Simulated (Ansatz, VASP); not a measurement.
**One calculation of Sr, two programs**

Contents of INCAR:

```
  PREC = Accurate
  ENCUT = 500
  EDIFF = 1E-6
  ISMEAR = 0
  SIGMA = 0.1
  LREAL = False
  LASPH = True
  NELM = 120
  ALGO = Normal
  ISIF = 2
  LWAVE = False
  LCHARG = False
  GGA = PE
  NBANDS = 11
  GGA_COMPAT = False
```

KPOINTS

```
regular mesh
0
Gamma
  4 4 4
```

File POSCAR:

```
Sr
1.0
   -2.1825000000      2.1825000000      2.1825000000
    2.1825000000     -2.1825000000      2.1825000000
    2.1825000000      2.1825000000     -2.1825000000
Sr
1
Direct
    0.0000000000      0.0000000000      0.0000000000
```

Input for Ansatz:

```yaml
crystal:
  lattice:
    - [-2.1825, 2.1825, 2.1825]
    - [2.1825, -2.1825, 2.1825]
    - [2.1825, 2.1825, -2.1825]
  atoms:
    - { symbol: Sr, position: [0.0, 0.0, 0.0] }
basis:
  ecutwfc: 420
kpoints:
  mp_grid: { grid: [4, 4, 4] }
hamiltonian:
  xc: pbe
scf:
  occupations: { method: gaussian, width: 0.1 }
  max_iter: 30
  convergence: { dr2_threshold: "1e-7 eV" }
output:
  forces: true
  stress: true
  eigenvalues: true
```

Alike in both runs: task single point; functional PBE; k mesh 4 × 4 × 4; occupations gaussian, width 0.1 eV; no spin polarisation.

|  | VASP | Ansatz |
| --- | --- | --- |
| version | VASP 6.6.1 | Ansatz 0.2.0 |
| potentials or method | VASP PAW PBE potentials, release 64 (Sr_sv), cutoff 500 eV | scalar-relativistic, plane waves, PAW |
| valence electrons in the cell | 10 | 10 |

|  | VASP | Ansatz | Ansatz less VASP |
| --- | --- | --- | --- |
| gap on the k mesh at the Fermi level (eV) | none | none | - |
| pressure (GPa) | 4.9 | 4.8 | -0.03 |

A gap of «none» marks a metal or a gap that the smearing closes. With one functional, cell and mesh, what is left measures potentials, basis and numerics. Ansatz's warnings: stress scf threshold loose.

The k mesh is coarse, so the values compare programs but aren't converged.
